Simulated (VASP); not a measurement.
# WS2 (P-3m1) in VASP: further runs

Runs on WS2. Level: PBE+D3(BJ). Tasks: single point.

Everything below comes from runs of VASP 6.6.1. Logs are shortened: lines on timing, memory, paths and dates and some standing lists are left out, and cuts for length are marked.

**1. The cell of the first run**

The typed cell holds 6 atoms: a = 3.101 Å, b = 3.101 Å, c = 11.940 Å, α = 90.00°, β = 90.00°, γ = 120.00°.

**2. Single point, PBE+D3(BJ)**

Contents of INCAR:

```
PREC = Accurate
ENCUT = 520
EDIFF = 1E-6
ISMEAR = 0
SIGMA = 0.05
LREAL = False
LASPH = True
NELM = 100
ALGO = Normal
ISIF = 2
LWAVE = False
LCHARG = True
GGA = PE
IVDW = 12
LELF = True
LVHAR = True
NBANDS = 35
```

Contents of KPOINTS:

```
regular mesh
0
Gamma
  12 12 4
```

Contents of POSCAR:

```
WS2
1.0
    3.1013957430      0.0000000000      0.0000000000
   -1.5506978715      2.6858875006      0.0000000000
    0.0000000000      0.0000000000     11.9399670432
W S
2 4
Direct
    0.3333333333      0.6666666667      0.7499331087
    0.6666666667      0.3333333333      0.2500668913
    0.3333333333      0.6666666667      0.1203774713
    0.6666666667      0.3333333333      0.6202447091
    0.3333333333      0.6666666667      0.3797552909
    0.6666666667      0.3333333333      0.8796225287
```

Potentials or basis: VASP PAW PBE potentials, release 64 (W_sv, S).

Command:

```console
$ cat potpaw_PBE.64/W_sv/POTCAR potpaw_PBE.64/S/POTCAR > POTCAR
$ mpirun -np 1 vasp_std > vasp.out
```

OUTCAR:

```text
PREC = Accurate
   ENCUT = 520
   EDIFF = 1E-6
   ISMEAR = 0
   LREAL = False
   LASPH = True
   NELM = 100
   ISIF = 2
   GGA = PE
   IVDW = 12
 IVDW          = 12

 ion  position               nearest neighbor table
   1  0.333  0.667  0.750-   4 2.37   4 2.37   4 2.37   6 2.37   6 2.37   6 2.37
   2  0.667  0.333  0.250-   5 2.37   5 2.37   5 2.37   3 2.37   3 2.37   3 2.37
   3  0.333  0.667  0.120-   2 2.37   2 2.37   2 2.37
   4  0.667  0.333  0.620-   1 2.37   1 2.37   1 2.37
   5  0.333  0.667  0.380-   2 2.37   2 2.37   2 2.37
   6  0.667  0.333  0.880-   1 2.37   1 2.37   1 2.37

  LATTYP: Found a hexagonal cell.
 ALAT       =     3.1013957430
 C/A-ratio  =     3.8498689083

  Lattice vectors:

 A1 = (   3.1013957430,   0.0000000000,   0.0000000000)
 A2 = (  -1.5506978715,   2.6858875006,   0.0000000000)
 A3 = (   0.0000000000,   0.0000000000,  11.9399670432)

Analysis of symmetry for initial positions (statically):
=====================================================================
 Subroutine PRICEL returns:
 Original cell was already a primitive cell.

 Routine SETGRP: Setting up the symmetry group for a
 hexagonal supercell.

 Subroutine GETGRP returns: Found 12 space group operations
 (whereof 12 operations were pure point group operations)
 out of a pool of 24 trial point group operations.

The static configuration has the point symmetry D_3d.

Analysis of symmetry for dynamics (positions and initial velocities):
=====================================================================
 Subroutine PRICEL returns:
 Original cell was already a primitive cell.

 Routine SETGRP: Setting up the symmetry group for a
 hexagonal supercell.

 Subroutine GETGRP returns: Found 12 space group operations
 (whereof 12 operations were pure point group operations)
 out of a pool of 24 trial point group operations.

The dynamic configuration has the point symmetry D_3d.

 Subroutine INISYM returns: Found 12 space group operations
 (whereof 12 operations are pure point group operations),
 and found     1 'primitive' translations

----------------------------------------------------------------------------------------

                                     Primitive cell

  volume of cell :      99.4599

  direct lattice vectors                    reciprocal lattice vectors
     3.101395743  0.000000000  0.000000000     0.322435472  0.186158207  0.000000000
[... 97 lines left out ...]
   NSW    =      0    number of steps for IOM
   IBRION =     -1    ionic relax: 0-MD 1-quasi-New 2-CG
   NFREE  =      0    steps in history (QN), initial steepest desc. (CG)
   ISIF   =      2    stress and relaxation
   ISYM   =      2    0-nonsym 1-usesym 2-fastsym
   POTIM  = 0.5000    time-step for ionic-motion
   TEBEG  =    0.0;   TEEND  =   0.0 temperature during run
   PSTRESS=    0.0 pullay stress
   NELECT =      52.0000    total number of electrons
   NUPDOWN=      -1.0000    fix difference up-down
   EMIN   =  10.00;   EMAX   =-10.00  energy-range for DOS
   EFERMI =   0.00;   METHOD = LEGACY
   ISMEAR =     0;   SIGMA  =   0.05  broadening in eV -4-tet -1-fermi 0-gaus
   EFERMI_NEDOS =   21; number of points for ismear=-14 and -15
   IALGO  =     38    algorithm
   IMIX   =      4    mixing-type and parameters
     AMIX     =   0.40;   BMIX     =  1.00
     AMIX_MAG =   1.60;   BMIX_MAG =  1.00
  volume/ion in A,a.u.               =      16.58       111.86
  Fermi-wavevector in a.u.,A,eV,Ry     =   1.318843  2.492253 23.665266  1.739348
  Thomas-Fermi vector in A             =   2.448784
   LORBIT       =      0    0 simple, 1 ext, 2 COOP (PROOUT), +10 PAW based schemes
   GGA     = PE    functional components
   LHFCALC =     F    Hartree Fock is set to
   AEXX    =    0.0000 exact exchange contribution
   IVDW    =    12    specifies the selected vdW correction
   LEPSILON=     F    determine dielectric tensor
   LRPA    =     F    only Hartree local field effects (RPA)
 non-spin polarized calculation
 Gauss-broadening in eV      SIGMA  =   0.05
  energy-cutoff  :      520.00
  volume of cell :       99.46
 maximum number of plane-waves:      2704
 NGX is ok and might be reduce to    24
   NGX = 11   NGY = 11   NGZ = 45

 number of electron      51.9999992 magnetization

 Free energy of the ion-electron system (eV)
  ---------------------------------------------------
  ext. energy  EPLUGINS =         0.00000000
  ---------------------------------------------------
  free energy    TOTEN  =       -46.90005272 eV

  energy without entropy =      -46.90005272  energy(sigma->0) =      -46.90005272

 E-fermi :   8.8356     XC(G=0): -11.3319

 val. band max:        8.4528942166   @ k =   0.0000   0.0000   0.0000
 cond. band min:       9.2947359746   @ k =   0.1667   0.1667   0.0000
 fundamental gap:      0.8418417580
 Fermi energy:         8.8356348865

 k-point     1 :       0.0000    0.0000    0.0000
  band No.  band energies     occupation
      1     -66.1726      2.00000
      2     -66.1726      2.00000
      3     -30.4974      2.00000
      4     -30.4974      2.00000
      5     -30.2640      2.00000
      6     -30.2640      2.00000
[... 901 lines left out ...]
     34      11.6237      0.00000
     35      15.1913      0.00000

 [... further k-points ...]

------------------------ aborting loop because EDIFF is reached ----------------------------------------

 Edisp (eV)   -2.75221

 E8    (eV) :    -1.1572

  FORCE on cell =-STRESS in cart. coord.  units (eV):
  Direction    XX          YY          ZZ          XY          YZ          ZX
  --------------------------------------------------------------------------------------
  -------------------------------------------------------------------------------------
  Total       5.70552     5.70552     6.28154     0.00000     0.00000     0.00000
  in kB      91.90889    91.90889   101.18790     0.00000     0.00000     0.00000
  external pressure =       95.00 kB  Pullay stress =        0.00 kB

 VOLUME and BASIS-vectors are now :
 -----------------------------------------------------------------------------
  energy-cutoff  :      520.00
  volume of cell :       99.46
      direct lattice vectors                 reciprocal lattice vectors
     3.101395743  0.000000000  0.000000000     0.322435472  0.186158207  0.000000000
    -1.550697871  2.685887501  0.000000000     0.000000000  0.372316413  0.000000000
     0.000000000  0.000000000 11.939967043     0.000000000  0.000000000  0.083752325

 POSITION                                       TOTAL-FORCE (eV/Angst)
 -----------------------------------------------------------------------------------
     -0.00000      1.79059      8.95418         0.000000     -0.000000      0.000671
      1.55070      0.89530      2.98579        -0.000000      0.000000     -0.000671
     -0.00000      1.79059      1.43730        -0.000000     -0.000000     -0.948361
      1.55070      0.89530      7.40570        -0.000000     -0.000000     -0.946658
     -0.00000      1.79059      4.53427         0.000000      0.000000      0.946658
      1.55070      0.89530     10.50266         0.000000      0.000000      0.948361
 -----------------------------------------------------------------------------------
    total drift:                                0.000000     -0.000000      0.000000

  FREE ENERGIE OF THE ION-ELECTRON SYSTEM (eV)
  ---------------------------------------------------
  free  energy   TOTEN  =       -49.6522594194 eV

  energy  without entropy=      -49.6522594194  energy(sigma->0) =      -49.65225942
```

stdout:

```text
POSCAR found type information on POSCAR W S
 POSCAR found :  2 types and       6 ions
 scaLAPACK will be used
 LDA part: xc-table for (Slater+PW92), standard interpolation
 POSCAR, INCAR and KPOINTS ok, starting setup
 FFT: planning ... GRIDC
 FFT: planning ... GRID_SOFT
 FFT: planning ... GRID
 WAVECAR not read
 entering main loop
```

Wall time 2.9 min (1 thread of Intel Xeon Platinum 8375C at 2.90GHz (Ice Lake), shared host); peak memory 0.35 GiB.

What came out:

- Free energy: -49.6523 eV
- Pressure: 9.5 GPa
- Largest force: 0.948 eV/Å
- Band gap on the k mesh: 0.84 eV, indirect (least direct gap 1.95 eV)
- Dispersion energy per atom: -0.459 eV

Forces in eV/Å, atoms in the order of the input:
```
W    0.000  0.000  0.001
W    0.000  0.000 -0.001
S    0.000  0.000 -0.948
S    0.000  0.000 -0.947
S    0.000  0.000  0.947
S    0.000  0.000  0.948
```

Caveat: spin-orbit coupling is left out, which moves the levels of the heavy elements.

**3. Single point, PBE+D3(BJ)**

This run uses another cell than the first one, of 17.87 Å³/atom, 1.078 times its volume.

Contents of INCAR:

```
SYSTEM = WS2
ALGO = Normal ; EDIFF = 1E-6
ENCUT = 520 ; GGA = PE
ISIF = 2 ; ISMEAR = 0
IVDW = 12 ; LASPH = .True.
LCHARG = .True. ; LELF = .True.
LREAL = .False. ; LVHAR = .True.
LWAVE = .False. ; NBANDS = 35
NELM = 100 ; PREC = Accurate
SIGMA = 0.05
```

Contents of KPOINTS:

```
k-points
0
Gamma
  12 12 4
  0 0 0
```

Changes to POSCAR since step 2:

```diff
@@ -2,5 +2,5 @@
 1.0
-    3.1013957430      0.0000000000      0.0000000000
-   -1.5506978715      2.6858875006      0.0000000000
-    0.0000000000      0.0000000000     11.9399670432
+    3.1802474602      0.0000000000      0.0000000000
+   -1.5901237301      2.7541750909      0.0000000000
+    0.0000000000      0.0000000000     12.2435358178
 W S
```

Potentials or basis: VASP PAW PBE potentials, release 64 (W_sv, S).

Command:

```console
$ cat potpaw_PBE.64/W_sv/POTCAR potpaw_PBE.64/S/POTCAR > POTCAR
$ mpirun -np 1 vasp_std > vasp.out
```

OUTCAR:

```text
SYSTEM = WS2
   EDIFF = 1E-6
   ENCUT = 520
   GGA = PE
   ISIF = 2
   ISMEAR = 0
   IVDW = 12
   LASPH = .True.
   LREAL = .False.
   NELM = 100
   PREC = Accurate
 IVDW          = 12

 ion  position               nearest neighbor table
   1  0.333  0.667  0.750-   4 2.43   4 2.43   4 2.43   6 2.43   6 2.43   6 2.43
   2  0.667  0.333  0.250-   5 2.43   5 2.43   5 2.43   3 2.43   3 2.43   3 2.43
   3  0.333  0.667  0.120-   2 2.43   2 2.43   2 2.43
[... 1125 lines left out ...]
  --------------------------------------------------------------------------------------
  -------------------------------------------------------------------------------------
  Total      -2.59176    -2.59176    -2.87083     0.00000     0.00000     0.00000
  in kB     -38.72097   -38.72097   -42.89034     0.00000     0.00000     0.00000
  external pressure =      -40.11 kB  Pullay stress =        0.00 kB

 VOLUME and BASIS-vectors are now :
 -----------------------------------------------------------------------------
  energy-cutoff  :      520.00
  volume of cell :      107.24
      direct lattice vectors                 reciprocal lattice vectors
     3.180247460  0.000000000  0.000000000     0.314440940  0.181542561  0.000000000
    -1.590123730  2.754175091  0.000000000     0.000000000  0.363085122  0.000000000
     0.000000000  0.000000000 12.243535818     0.000000000  0.000000000  0.081675752

 POSITION                                       TOTAL-FORCE (eV/Angst)
 -----------------------------------------------------------------------------------
     -0.00000      1.83612      9.18183        -0.000000      0.000000      0.000520
      1.59012      0.91806      3.06170        -0.000000     -0.000000     -0.000520
     -0.00000      1.83612      1.47385        -0.000000     -0.000000      0.414356
      1.59012      0.91806      7.59399         0.000000     -0.000000      0.415587
     -0.00000      1.83612      4.64955        -0.000000      0.000000     -0.415587
      1.59012      0.91806     10.76969        -0.000000      0.000000     -0.414356
 -----------------------------------------------------------------------------------
    total drift:                                0.000000     -0.000000      0.000000

  FREE ENERGIE OF THE ION-ELECTRON SYSTEM (eV)
  ---------------------------------------------------
  free  energy   TOTEN  =       -49.7670826914 eV

  energy  without entropy=      -49.7670826914  energy(sigma->0) =      -49.76708269
```

OSZICAR:

```text
N       E                     dE             d eps       ncg     rms          rms(c)
DAV:   1     0.510736464904E+03    0.51074E+03   -0.28442E+04  5286   0.149E+03
DAV:   2    -0.164957755296E+02   -0.52723E+03   -0.50903E+03  5579   0.408E+02
DAV:   3    -0.491964384462E+02   -0.32701E+02   -0.32036E+02  6008   0.970E+01
DAV:   4    -0.500031428264E+02   -0.80670E+00   -0.80248E+00  5890   0.156E+01
DAV:   5    -0.500191840124E+02   -0.16041E-01   -0.16029E-01  5849   0.237E+00    0.363E+01
DAV:   6    -0.476225717992E+02    0.23966E+01   -0.88066E+00  5464   0.198E+01    0.157E+01
DAV:   7    -0.473878161937E+02    0.23476E+00   -0.29072E+00  5216   0.895E+00    0.667E+00
DAV:   8    -0.472233139053E+02    0.16450E+00   -0.42782E-01  5476   0.455E+00    0.217E+00
DAV:   9    -0.472267479039E+02   -0.34340E-02   -0.57073E-02  5741   0.122E+00    0.115E+00
DAV:  10    -0.472242845640E+02    0.24633E-02   -0.27335E-02  5670   0.108E+00    0.436E-01
DAV:  11    -0.472237187261E+02    0.56584E-03   -0.49217E-03  5284   0.439E-01    0.210E-01
DAV:  12    -0.472236721240E+02    0.46602E-04   -0.20541E-04  5444   0.855E-02    0.830E-02
DAV:  13    -0.472236900044E+02   -0.17880E-04   -0.38874E-05  5381   0.363E-02    0.483E-02
DAV:  14    -0.472236923033E+02   -0.22989E-05   -0.20905E-05  5463   0.258E-02    0.305E-02
DAV:  15    -0.472236914934E+02    0.80988E-06   -0.35723E-06  4847   0.131E-02
   1 F= -.49767083E+02 E0= -.49767083E+02  d E =-.571405E-24
```

stdout:

```text
POSCAR found type information on POSCAR W S
 POSCAR found :  2 types and       6 ions
 scaLAPACK will be used
 LDA part: xc-table for (Slater+PW92), standard interpolation
 POSCAR, INCAR and KPOINTS ok, starting setup
 FFT: planning ... GRIDC
 FFT: planning ... GRID_SOFT
 FFT: planning ... GRID
 WAVECAR not read
 entering main loop
```

Wall time 2.9 min (1 thread of Intel Xeon Platinum 8375C at 2.90GHz (Ice Lake), shared host); peak memory 0.36 GiB.

What came out:

| Property | Result |
| --- | --- |
| Free energy | -49.7671 eV |
| Pressure | -4.0 GPa |
| Largest force | 0.416 eV/Å |
| Band gap on the k mesh | 0.93 eV, indirect (least direct gap 1.78 eV) |
| Dispersion energy per atom | -0.424 eV |

Forces in eV/Å, atoms in the order of the input:
```
W    0.000  0.000  0.001
W    0.000  0.000 -0.001
S    0.000  0.000  0.414
S    0.000  0.000  0.416
S    0.000  0.000 -0.416
S    0.000  0.000 -0.414
```

Stress tensor (GPa, compression positive):
```
-3.87  0.00  0.00
 0.00 -3.87  0.00
 0.00  0.00 -4.29
```

Caveat: spin-orbit coupling is left out, which moves the levels of the heavy elements.
